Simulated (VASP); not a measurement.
# Cr (P6_3/mmc) in VASP: settings compared

The runs below take Cr through single point, with r2SCAN, PBEsol, LDA, PBE.

Program: VASP 6.6.1. These are calculated values, not measurements. Logs are shortened: lines on timing, memory, paths and dates and some standing lists are left out, and cuts for length are marked.

## 1. The cell of the first run

It takes space group P6_3/mmc (No. 194, hexagonal). Conventional cell: a = 2.696 Å, b = 2.696 Å, c = 4.380 Å, α = 90.00°, β = 90.00°, γ = 120.00°. Within 3.5 Å of Cr (site symmetry -6m2) lie 12 Cr at 2.69 to 2.70 Å.

This isn't the form of Cr at room conditions, which is bcc.

## 2. Single point, r2SCAN, collinear spin, ferromagnetic start

The input, POSCAR:

```
Cr
1.0
    2.6957846861      0.0000000000      0.0000000000
   -1.3478923430      2.3346180213      0.0000000000
    0.0000000000      0.0000000000      4.3804017928
Cr
2
Direct
    0.6666666667      0.3333333333      0.7500000000
    0.3333333333      0.6666666667      0.2500000000
```

The input, INCAR.step1:

```
SYSTEM = Cr
PREC     = Accurate       ! precision mode
ENCUT    = 520            ! plane-wave cutoff, eV
ISMEAR   = -1             ! smearing method
SIGMA    = 0.05           ! smearing width, eV
LREAL    = .FALSE.        ! projectors in reciprocal space
LASPH    = .TRUE.         ! aspherical terms in the spheres
NELM     = 150            ! most SCF steps
ISPIN    = 2              ! spin polarisation
MAGMOM   = 3 3            ! initial moments
LMAXMIX  = 4              ! l up to which the mixer works
NBANDS   = 23             ! bands
GGA      = PE             ! functional
ALGO     = Normal         ! electronic algorithm
EDIFF    = 1E-4           ! SCF threshold, eV
LWAVE    = .TRUE.         ! write WAVECAR
LCHARG   = .FALSE.        ! write CHGCAR
```

The input, INCAR.step2:

```
SYSTEM = Cr
PREC     = Accurate       ! precision mode
ENCUT    = 520            ! plane-wave cutoff, eV
EDIFF    = 1E-6           ! SCF threshold, eV
ISMEAR   = -1             ! smearing method
SIGMA    = 0.05           ! smearing width, eV
LREAL    = .FALSE.        ! projectors in reciprocal space
LASPH    = .TRUE.         ! aspherical terms in the spheres
NELM     = 150            ! most SCF steps
ALGO     = Normal         ! electronic algorithm
ISIF     = 2              ! what is computed and relaxed
LWAVE    = .FALSE.        ! write WAVECAR
LCHARG   = .TRUE.         ! write CHGCAR
ISPIN    = 2              ! spin polarisation
MAGMOM   = 3 3            ! initial moments
LORBIT   = 11             ! projections on sites
LMAXMIX  = 4              ! l up to which the mixer works
METAGGA  = R2SCAN         ! meta-GGA
LMIXTAU  = .TRUE.       
LELF     = .TRUE.         ! ELF
LVHAR    = .TRUE.       
NBANDS   = 23             ! bands
ISTART   = 1
```

The input, KPOINTS:

```
regular mesh
0
G
  11 11 6
  0 0 0
```

Potentials or basis: VASP PAW PBE potentials, release 64 (Cr_pv).

The run is started by

```console
> cat potpaw_PBE.64/Cr_pv/POTCAR > POTCAR
> cp INCAR.step1 INCAR
> mpirun -np 1 vasp_std > vasp.out
> cp INCAR.step2 INCAR
> mpirun -np 1 vasp_std > vasp.out
```

OUTCAR:

```text
SYSTEM = Cr
   PREC = Accurate
   ENCUT = 520
   EDIFF = 1E-6
   ISMEAR = -1
   LREAL = .FALSE.
   LASPH = .TRUE.
   NELM = 150
   ISIF = 2
   ISPIN = 2
   LORBIT = 11
   METAGGA = R2SCAN
   ISTART = 1

 ion  position               nearest neighbor table
   1  0.667  0.333  0.750-   2 2.69   2 2.69   2 2.69   2 2.69   2 2.69   2 2.69
   2  0.333  0.667  0.250-   1 2.69   1 2.69   1 2.69   1 2.69   1 2.69   1 2.69

  LATTYP: Found a hexagonal cell.
 ALAT       =     2.6957846861
 C/A-ratio  =     1.6249078850

  Lattice vectors:

 A1 = (   2.6957846861,   0.0000000000,   0.0000000000)
 A2 = (  -1.3478923430,   2.3346180213,   0.0000000000)
 A3 = (   0.0000000000,   0.0000000000,   4.3804017928)

Analysis of symmetry for initial positions (statically):
=====================================================================
 Subroutine PRICEL returns:
 Original cell was already a primitive cell.

 Routine SETGRP: Setting up the symmetry group for a
 hexagonal supercell.

 Subroutine GETGRP returns: Found 24 space group operations
 (whereof 12 operations were pure point group operations)
 out of a pool of 24 trial point group operations.

The static configuration has the point symmetry D_3d.
 The point group associated with its full space group is D_6h.

Analysis of symmetry for dynamics (positions and initial velocities):
=====================================================================
 Subroutine PRICEL returns:
 Original cell was already a primitive cell.

 Routine SETGRP: Setting up the symmetry group for a
 hexagonal supercell.

 Subroutine GETGRP returns: Found 24 space group operations
 (whereof 12 operations were pure point group operations)
 out of a pool of 24 trial point group operations.

The dynamic configuration has the point symmetry D_3d.
 The point group associated with its full space group is D_6h.

Analysis of structural, dynamic, and magnetic symmetry:
=====================================================================
 Subroutine PRICEL returns:
 Original cell was already a primitive cell.

 Routine SETGRP: Setting up the symmetry group for a
 hexagonal supercell.

 Subroutine GETGRP returns: Found 24 space group operations
 (whereof 12 operations were pure point group operations)
 out of a pool of 24 trial point group operations.

The overall configuration has the point symmetry D_3d.
 The point group associated with its full space group is D_6h.

 Subroutine INISYM returns: Found 24 space group operations
 (whereof 12 operations are pure point group operations),
 and found     1 'primitive' translations

----------------------------------------------------------------------------------------

                                     Primitive cell

  volume of cell :      27.5686

  direct lattice vectors                    reciprocal lattice vectors
     2.695784686  0.000000000  0.000000000     0.370949507  0.214167798  0.000000000
    -1.347892343  2.334618021  0.000000000     0.000000000  0.428335595  0.000000000
     0.000000000  0.000000000  4.380401793     0.000000000  0.000000000  0.228289560

  length of vectors
     2.695784686  2.695784686  4.380401793     0.428335595  0.428335595  0.228289560

  position of ions in fractional coordinates (direct lattice)
     0.666666667  0.333333333  0.750000000
     0.333333333  0.666666667  0.250000000

  ion indices of the primitive-cell ions
   primitive index   ion index
                 1           1
                 2           2

----------------------------------------------------------------------------------------

 KPOINTS: regular mesh

Automatic generation of k-mesh.
 Grid dimensions read from file:
 generate k-points for:   11   11    6

 Generating k-lattice:

  Cartesian coordinates                     Fractional coordinates (reciprocal lattice)
     0.033722682  0.019469800  0.000000000     0.090909091  0.000000000  0.000000000
     0.000000000  0.038939600  0.000000000     0.000000000  0.090909091  0.000000000
     0.000000000  0.000000000  0.038048260     0.000000000  0.000000000  0.166666667

  Length of vectors
     0.038939600  0.038939600  0.038048260

  Shift w.r.t. Gamma in fractional coordinates (k-lattice)
     0.000000000  0.000000000  0.000000000

 Subroutine IBZKPT returns following result:
 ===========================================

 Found     64 irreducible k-points:

 Following reciprocal coordinates:
            Coordinates               Weight
  0.000000  0.000000  0.000000      1.000000
  0.090909 -0.000000  0.000000      6.000000
  0.181818 -0.000000  0.000000      6.000000
  0.272727 -0.000000  0.000000      6.000000
  0.363636 -0.000000  0.000000      6.000000
  0.454545 -0.000000  0.000000      6.000000
[... 16 lines left out ...]
  0.090909  0.090909  0.166667     12.000000
  0.181818  0.090909  0.166667     24.000000
 [... further k-points ...]
   k-points           NKPTS =     64   k-points in BZ     NKDIM =     64   number of bands    NBANDS=     23
   number of dos      NEDOS =    301   number of ions     NIONS =      2
   total plane-waves  NPLWV =  14400
   dimension x,y,z NGX =    20 NGY =   20 NGZ =   36
   dimension x,y,z NGXF=    40 NGYF=   40 NGZF=   72
   ions per type =               2
   NGX,Y,Z   is equivalent  to a cutoff of  12.33, 12.33, 13.66 a.u.
   NGXF,Y,Z  is equivalent  to a cutoff of  24.67, 24.67, 27.33 a.u.
 SYSTEM =  Cr
   PREC   = accura    normal or accurate (medium, high low for compatibility)
   ISTART =      1    job   : 0-new  1-cont  2-samecut
   ICHARG =      0    charge: 1-file 2-atom 10-const
   ISPIN  =      2    spin polarized calculation?
   LNONCOLLINEAR =      F non collinear calculations
   LSORBIT =      F    spin-orbit coupling
   LASPH  =      T    aspherical Exc in radial PAW
   ENCUT  =  520.0 eV  38.22 Ry    6.18 a.u.   5.01  5.01  8.14*2*pi/ulx,y,z
   NELM   =    150;   NELMIN=  2; NELMDL=  0     # of ELM steps
   EDIFF  = 0.1E-05   stopping-criterion for ELM
   LREAL  =      F    real-space projection
   EDIFFG = 0.1E-04   stopping-criterion for IOM
   NSW    =      0    number of steps for IOM
   IBRION =     -1    ionic relax: 0-MD 1-quasi-New 2-CG
   NFREE  =      0    steps in history (QN), initial steepest desc. (CG)
   ISIF   =      2    stress and relaxation
   ISYM   =      2    0-nonsym 1-usesym 2-fastsym
   POTIM  = 0.5000    time-step for ionic-motion
   TEBEG  =    0.0;   TEEND  =   0.0 temperature during run
   PSTRESS=    0.0 pullay stress
   NELECT =      24.0000    total number of electrons
   NUPDOWN=      -1.0000    fix difference up-down
   EMIN   =  10.00;   EMAX   =-10.00  energy-range for DOS
   EFERMI =   0.00;   METHOD = LEGACY
   ISMEAR =    -1;   SIGMA  =   0.05  broadening in eV -4-tet -1-fermi 0-gaus
   EFERMI_NEDOS =   21; number of points for ismear=-14 and -15
   IALGO  =     38    algorithm
   IMIX   =      4    mixing-type and parameters
     AMIX     =   0.40;   BMIX     =  1.00
     AMIX_MAG =   1.60;   BMIX_MAG =  1.00
  volume/ion in A,a.u.               =      13.78        93.02
  Fermi-wavevector in a.u.,A,eV,Ry     =   1.563173  2.953968 33.245950  2.443508
  Thomas-Fermi vector in A             =   2.665983
   LORBIT       =     11    0 simple, 1 ext, 2 COOP (PROOUT), +10 PAW based schemes
   METAGGA = R2SCAN    functional components
   LHFCALC =     F    Hartree Fock is set to
   AEXX    =    0.0000 exact exchange contribution
   IVDW    =     0    specifies the selected vdW correction
   LEPSILON=     F    determine dielectric tensor
   LRPA    =     F    only Hartree local field effects (RPA)
 spin polarized calculation
  energy-cutoff  :      520.00
  volume of cell :       27.57
 maximum number of plane-waves:       768
 NGX is ok and might be reduce to    20
   NGX =  9   NGY =  9   NGZ = 17

 number of electron      23.9999995 magnetization       4.0245950

 Free energy of the ion-electron system (eV)
  ---------------------------------------------------
  ext. energy  EPLUGINS =         0.00000000
  ---------------------------------------------------
  free energy    TOTEN  =       -28.39558055 eV

  energy without entropy =      -28.37552550  energy(sigma->0) =      -28.38555302

 E-fermi :   8.7650     XC(G=0): -13.7472

 val. band max:        8.7622874397   @ k =   0.4545  -0.0000   0.5000
 cond. band min:       8.7717372407   @ k =   0.1818   0.0909   0.0000
 fundamental gap:      0.0094498010
 Fermi energy:         8.7649775360

 spin component 1

 k-point     1 :       0.0000    0.0000    0.0000
  band No.  band energies     occupation
      1     -37.2744      1.00000
      2     -36.7401      1.00000
      3     -36.7394      1.00000
      4     -36.7393      1.00000
      5     -36.6655      1.00000
      6     -36.6654      1.00000
[... 15 lines left out ...]
     22      27.1884      0.00000
     23      29.7878      0.00000
[... 575 lines left out ...]
      1     -37.1675      1.00000
      2     -36.9058      1.00000
      3     -36.8860      1.00000
      4     -36.8028      1.00000
      5     -36.7616      1.00000
      6     -36.7138      1.00000
[... 15 lines left out ...]
     22      21.9105      0.00000
     23      23.8880      0.00000

 [... further k-points ...]

 spin component 2

 k-point     1 :       0.0000    0.0000    0.0000
  band No.  band energies     occupation
      1     -34.6515      1.00000
      2     -34.1805      1.00000
      3     -34.1804      1.00000
      4     -34.1059      1.00000
      5     -34.1058      1.00000
      6     -34.0731      1.00000
[... 15 lines left out ...]
     22      27.3239      0.00000
     23      30.2873      0.00000
[... 575 lines left out ...]
      1     -34.5403      1.00000
      2     -34.3560      1.00000
      3     -34.3317      1.00000
      4     -34.2341      1.00000
      5     -34.1572      1.00000
      6     -34.1238      1.00000
[... 15 lines left out ...]
     22      23.1476      0.00000
     23      25.1793      0.00000

 [... further k-points ...]

------------------------ aborting loop because EDIFF is reached ----------------------------------------

  FORCE on cell =-STRESS in cart. coord.  units (eV):
  Direction    XX          YY          ZZ          XY          YZ          ZX
  --------------------------------------------------------------------------------------
  -------------------------------------------------------------------------------------
  Total       -1.8887320     -1.8887320     -3.0037990     -0.0000000      0.0000000      0.0000000
  in kB     -109.7655213   -109.7655213   -174.5687348     -0.0000000      0.0000000      0.0000000
  external PRESSURE =    -131.3665924 kB  Pullay stress =       0.0000000 kB

 VOLUME and BASIS-vectors are now :
 -----------------------------------------------------------------------------
  energy-cutoff  :      520.00
  volume of cell :       27.57
      direct lattice vectors                 reciprocal lattice vectors
     2.695784686  0.000000000  0.000000000     0.370949507  0.214167798  0.000000000
    -1.347892343  2.334618021  0.000000000     0.000000000  0.428335595  0.000000000
     0.000000000  0.000000000  4.380401793     0.000000000  0.000000000  0.228289560

 POSITION                                       TOTAL-FORCE (eV/Angst)
 -----------------------------------------------------------------------------------
      1.34789      0.77821      3.28530         0.000000     -0.000000      0.000000
     -0.00000      1.55641      1.09510        -0.000000      0.000000      0.000000
 -----------------------------------------------------------------------------------
    total drift:                               -0.000000      0.000000     -0.000000

  FREE ENERGIE OF THE ION-ELECTRON SYSTEM (eV)
  ---------------------------------------------------
  free  energy   TOTEN  =       -28.3955805508 eV

  energy  without entropy=      -28.3755254961  energy(sigma->0) =      -28.38555302

 total charge

# of ion       s       p       d       tot
------------------------------------------
    1        0.667   6.306   4.030  11.003
    2        0.667   6.306   4.030  11.003
--------------------------------------------------
tot          1.334  12.612   8.060  22.006

 magnetization (x)

# of ion       s       p       d       tot
------------------------------------------
    1        0.027   0.023   1.906   1.957
    2        0.027   0.023   1.906   1.957
--------------------------------------------------
tot          0.054   0.046   3.813   3.913
```

Wall time 3.8 min (1 thread of Intel Xeon Platinum 8488C (Sapphire Rapids), shared host); peak memory 0.19 GiB.

Results:

* Free energy: -28.3956 eV
* Pressure: -13.1 GPa
* Band gap on the k mesh: zero (filled and empty bands overlap)
* Net moment: 4.02 μB per cell
* Site moments: Cr +1.96 μB
* Valence electrons inside the program's atomic spheres: Cr 11.00

Caveat: the cell stands under tension; the PAW data sets were made with another functional, which shifts forces and pressure a little.

## 3. Single point, PBEsol, collinear spin, ferromagnetic start

This run uses another cell than the first one, of 14.07 Å³/atom.

The input, INCAR:

```
PREC     = Accurate       # precision mode
ENCUT    = 600            # plane-wave cutoff, eV
EDIFF    = 1E-6           # SCF threshold, eV
ISMEAR   = -1             # smearing method
SIGMA    = 0.05           # smearing width, eV
LREAL    = False          # projectors in reciprocal space
LASPH    = True           # aspherical terms in the spheres
NELM     = 200            # most SCF steps
ALGO     = Normal         # electronic algorithm
ISIF     = 2              # what is computed and relaxed
LWAVE    = False          # write WAVECAR
LCHARG   = True           # write CHGCAR
ISPIN    = 2              # spin polarisation
MAGMOM   = 3 3            # initial moments
LORBIT   = 11             # projections on sites
LMAXMIX  = 4              # l up to which the mixer works
GGA      = PS             # functional
LELF     = True           # ELF
LVHAR    = True         
NBANDS   = 25             # bands
GGA_COMPAT= False
```

The input, KPOINTS:

```
regular mesh
0
Gamma
  11 11 6
```

The input, POSCAR:

```
Cr
1.0
    2.7140000000      0.0000000000      0.0000000000
   -1.3570000000      2.3503929459      0.0000000000
    0.0000000000      0.0000000000      4.4100000000
Cr
2
Direct
    0.6666666667      0.3333333333      0.7500000000
    0.3333333333      0.6666666667      0.2500000000
```

Potentials or basis: VASP PAW PBE potentials, release 64 (Cr_sv).

The run is started by

```console
> cat potpaw_PBE.64/Cr_sv/POTCAR > POTCAR
> mpirun -np 1 vasp_std > vasp.out
```

Wall time 2 min (1 thread of AMD EPYC 7R13 (Zen 3), shared host); peak memory 0.19 GiB.

The run converged. Its results:

```yaml
Free_energy: -19.0823 eV
Pressure: -34.2 GPa
Net_moment: 1.65 μB per cell
Site_moments: Cr +0.69 μB
Valence_electrons_inside_the_program's_atomic_spheres: Cr 11.65
```

Stress tensor (GPa, compression positive):
```
-35.73   0.00   0.00
  0.00 -35.73   0.00
  0.00   0.00 -31.00
```

Levels at points of the mesh, in eV from the Fermi level:
Spin up:
```tsv
k point	band 11	band 12	band 13	band 14	band 15	band 16	band 17	band 18	band 19	band 20
(0.00, 0.00, 0.00)	-0.64	-0.64	-0.60	-0.27	-0.27	0.19	0.19	0.36	1.44	1.44
(0.00, 0.00, 0.50)	-1.10	-1.10	-0.70	-0.70	-0.70	-0.70	1.09	1.09	1.09	1.09
```
Spin down:
| k point | band 9 | band 10 | band 11 | band 12 | band 13 | band 14 | band 15 | band 16 | band 17 | band 18 |
| --- | --- | --- | --- | --- | --- | --- | --- | --- | --- | --- |
| (0.00, 0.00, 0.00) | -6.87 | -3.12 | -0.01 | 0.05 | 0.05 | 0.44 | 0.44 | 0.64 | 0.94 | 0.94 |
| (0.00, 0.00, 0.50) | -4.90 | -4.90 | -0.58 | -0.58 | 0.00 | 0.00 | 0.00 | 0.00 | 1.85 | 1.85 |

Caveat: the cell stands under tension; the PAW data sets were made with another functional, which shifts forces and pressure a little.

## 4. Single point, LDA, collinear spin, ferromagnetic start

This run uses another cell than the first one, of 14.07 Å³/atom.

The input, INCAR:

```
SYSTEM = Cr
ALGO = Normal
EDIFF = 1E-6
ENCUT = 520
ISIF = 2
ISMEAR = 0
ISPIN = 2
LASPH = .TRUE.
LCHARG = .FALSE.
LMAXMIX = 4
LORBIT = 11
LREAL = .FALSE.
LWAVE = .FALSE.
MAGMOM = 3 3
NBANDS = 23
NELM = 150
PREC = Accurate
SIGMA = 0.02
```

The input, KPOINTS:

```
k-points
0
G
  11 11 6
  0 0 0
```

POSCAR is that of step 3.

Potentials or basis: VASP PAW LDA potentials, release 64 (Cr_pv).

The run is started by

```console
> cat potpaw_LDA.64/Cr_pv/POTCAR > POTCAR
> mpirun -np 1 vasp_std > vasp.out
```

Run time: 70 s. Hardware: 1 thread of Intel Xeon Platinum 8259CL at 2.50GHz (Skylake/Cascade Lake), shared host; peak memory 0.17 GiB.

The run converged. Its results:

* Free energy: -19.4431 eV
* Pressure: -38.3 GPa
* Net moment: 1.13 μB per cell
* Site moments: Cr +0.52 μB
* Valence electrons inside the program's atomic spheres: Cr 10.73

Stress tensor (GPa, compression positive):
```
-40.30   0.00   0.00
  0.00 -40.30   0.00
  0.00   0.00 -34.43
```

Levels at points of the mesh, in eV from the Fermi level:
Spin up:
```
           k point  band 9  band 10  band 11  band 12  band 13  band 14  band 15  band 16  band 17  band 18
(0.00, 0.00, 0.00)   -0.49    -0.49    -0.47    -0.12    -0.12     0.33     0.33     0.59     1.58     1.58
(0.00, 0.00, 0.50)   -0.97    -0.97    -0.55    -0.55    -0.55    -0.55     1.23     1.23     1.23     1.23
```
Spin down:
| k point | band 8 | band 9 | band 10 | band 11 | band 12 | band 13 | band 14 | band 15 | band 16 | band 17 |
| --- | --- | --- | --- | --- | --- | --- | --- | --- | --- | --- |
| (0.00, 0.00, 0.00) | -3.14 | -0.10 | -0.07 | -0.07 | 0.31 | 0.31 | 0.78 | 0.79 | 0.79 | 2.06 |
| (0.00, 0.00, 0.50) | -4.81 | -0.63 | -0.63 | -0.13 | -0.13 | -0.13 | -0.13 | 1.70 | 1.70 | 1.70 |

Caveat: the cell stands under tension; an empty level that is flat over the whole mesh can mark a ghost state of the potentials, or a narrow d or f band.

[end of part 1 of 2]
